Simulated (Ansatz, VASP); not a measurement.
## One calculation of BaTiO3, two programs

```xyz
5
Lattice="4.3388 0.0000 0.0000 0.0000 4.3388 0.0000 0.0000 0.0000 3.3844" Properties=species:S:1:pos:R:3 pbc="T T T"
Ba    0.0000    0.0000    0.0000
Ti    2.1694    2.1694    1.6922
O     2.1694    2.1694    0.0000
O     2.1694    0.0000    1.6922
O     0.0000    2.1694    1.6922
```

Alike in both runs: task single point; functional r2SCAN; k mesh 8 × 8 × 8; occupations gaussian, width 0.05 eV; no spin polarisation.

|  | VASP | Ansatz |
| --- | --- | --- |
| version | VASP 6.6.1 | Ansatz 0.2.0 |
| potentials or method | VASP PAW PBE potentials, release 64 (Ba_sv, Ti_sv, O), cutoff 520 eV | scalar-relativistic, plane waves, PAW |
| valence electrons in the cell | 40 | 40 |

|  | VASP | Ansatz | Ansatz less VASP |
| --- | --- | --- | --- |
| gap on the k mesh at the Fermi level (eV) | 1.68 | 1.70 | +0.014 |
| least direct gap on the mesh (eV) | 1.68 | 1.70 | +0.014 |
| pressure (GPa) | 18.6 | 16.5 | -2.07 |
| traceless stress, the component that is largest in VASP (GPa) | 56.44 | 55.65 | -0.790 |

VASP's potentials were made for PBE, not for r2SCAN. With one functional, cell and mesh, what is left measures potentials, basis and numerics.

Neither program's run includes spin-orbit coupling.
